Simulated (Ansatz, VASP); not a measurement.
ZnSe: VASP beside Ansatz

INCAR

```
SYSTEM = ZnSe
PREC     = Accurate       ! precision mode
ENCUT    = 520            ! plane-wave cutoff, eV
EDIFF    = 1E-7           ! SCF threshold, eV
ISMEAR   = 0              ! smearing method
SIGMA    = 0.05           ! smearing width, eV
LREAL    = .False.        ! projectors in reciprocal space
LASPH    = .True.         ! aspherical terms in the spheres
NELM     = 80             ! most SCF steps
ALGO     = Normal         ! electronic algorithm
ISIF     = 2              ! what is computed and relaxed
LWAVE    = .False.        ! write WAVECAR
LCHARG   = .False.        ! write CHGCAR
NBANDS   = 16             ! bands
```

The input KPOINTS:

```
regular mesh
0
Gamma
  10 10 10
  0 0 0
```

Contents of POSCAR:

```
ZnSe
1.0
    0.0000000000      2.7775314738      2.6141472694
    2.6141472694      0.0000000000      2.6141472694
    2.6141472694      2.7775314738      0.0000000000
Zn Se
1 1
Direct
    0.0000000000      0.0000000000      0.0000000000
    0.7500000000      0.7500000000      0.7500000000
```

Input for Ansatz:

```yaml
crystal:
  lattice:
    - [0.0, 2.7775314738, 2.6141472694]
    - [2.6141472694, 0.0, 2.6141472694]
    - [2.6141472694, 2.7775314738, 0.0]
  atoms:
    - { symbol: Zn, position: [0.0, 0.0, 0.0] }
    - { symbol: Se, position: [0.75, 0.75, 0.75] }
basis:
  ecutwfc: 520.0
kpoints:
  mp_grid: { grid: [10, 10, 10] }
hamiltonian:
  xc: lda
  pseudopotentials: { kind: paw, azcp: { folder: soft_1 } }
scf:
  occupations: { method: gaussian, width: 0.05 }
output:
  forces: true
  stress: true
  eigenvalues: true
```

Alike in both runs: task single point; functional LDA; k mesh 10 × 10 × 10; occupations gaussian, width 0.05 eV; no spin polarisation.

```csv
,VASP,Ansatz
version,VASP 6.6.1,Ansatz 0.2.0
potentials or method,"VASP PAW LDA potentials, release 64 (Zn, Se), cutoff 520 eV","scalar-relativistic, plane waves, PAW"
valence electrons in the cell,18,28
```

Ansatz gave:

- gap on the k mesh at the Fermi level (eV): 1.69
- least direct gap on the mesh (eV): 1.69
- pressure (GPa): 12.1
- traceless stress, the component that is largest in VASP (GPa): -1.52

Question: What did VASP give for the same quantities?

Answer: gap on the k mesh at the Fermi level (eV): 1.75; least direct gap on the mesh (eV): 1.75; pressure (GPa): 12.7; traceless stress, the component that is largest in VASP (GPa): -1.50.

Ansatz warns that its potentials were made for another functional, while VASP's fit it. LDA's correlation is that of Perdew and Zunger in VASP and of Perdew and Wang (1992) in Ansatz. VASP's potentials hold 18 valence electrons a cell and Ansatz's 28, so a difference there can come from the potentials and not from the codes.
